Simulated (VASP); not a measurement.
**PbO: single point with PBE+D3(BJ)**

PbO:

```
CELL_PARAMETERS angstrom
4.19564 0.00000 0.00000
0.00000 4.19564 0.00000
0.00000 0.00000 4.50633
ATOMIC_POSITIONS crystal
Pb 0.00000 0.50000 0.23510
Pb 0.50000 0.00000 0.76490
O 0.00000 0.00000 0.00000
O 0.50000 0.50000 0.00000
```

This cell differs from its parent crystal: ratio of the length along z to the lengths across it x 0.85, volume and fractional coordinates fixed.

```yaml
Program: VASP 6.6.1
Task: single point
Functional: PBE
Dispersion: D3(BJ)
Potentials_or_basis: VASP PAW PBE potentials, release 64 (Pb_d, O)
Cutoff: 520 eV
k_mesh: 8 × 8 × 6
Occupations: gaussian, width 0.05 eV
Spin: no spin polarisation
```

* Pressure: 0.8 GPa
* Largest force: 0.712 eV/Å
* Band gap on the k mesh: 1.52 eV
* Dispersion energy per atom: -0.239 eV

Forces on the atoms (eV/Å):
```
Pb   0.000  0.000  0.712
Pb   0.000  0.000 -0.712
O    0.000  0.000  0.000
O    0.000  0.000  0.000
```

Stress tensor (GPa, compression positive):
```
-0.35  0.00  0.00
 0.00 -0.35  0.00
 0.00  0.00  3.20
```

Levels at points of the mesh, in eV from the valence-band top:
| k point | band 17 | band 18 | band 19 | band 20 | band 21 | band 22 | band 23 | band 24 |
| --- | --- | --- | --- | --- | --- | --- | --- | --- |
| (0.00, 0.00, 0.00) | -1.65 | -1.65 | -1.24 | -0.26 | 2.68 | 5.73 | 5.73 | 6.12 |
| (0.50, 0.00, 0.00) | -2.43 | -2.43 | -0.92 | -0.92 | 3.89 | 3.89 | 6.69 | 6.69 |
| (0.50, 0.50, 0.00) | -0.94 | -0.94 | -0.82 | -0.82 | 1.57 | 1.57 | 6.15 | 6.15 |
| (0.00, 0.00, 0.50) | -1.66 | -1.66 | -1.37 | 0.00 | 1.52 | 3.49 | 4.07 | 4.07 |
| (0.50, 0.00, 0.50) | -2.76 | -2.76 | -0.41 | -0.41 | 3.41 | 3.41 | 6.18 | 6.18 |
| (0.50, 0.50, 0.50) | -1.85 | -1.85 | -0.94 | -0.94 | 4.24 | 4.24 | 5.41 | 5.41 |

It took 3.1 min on 1 thread of Intel Xeon 8259CL (shared host), peak memory 0.26 GiB.

Caveat: spin-orbit coupling is left out, which moves the levels of the heavy elements. A k mesh can miss the band edges.
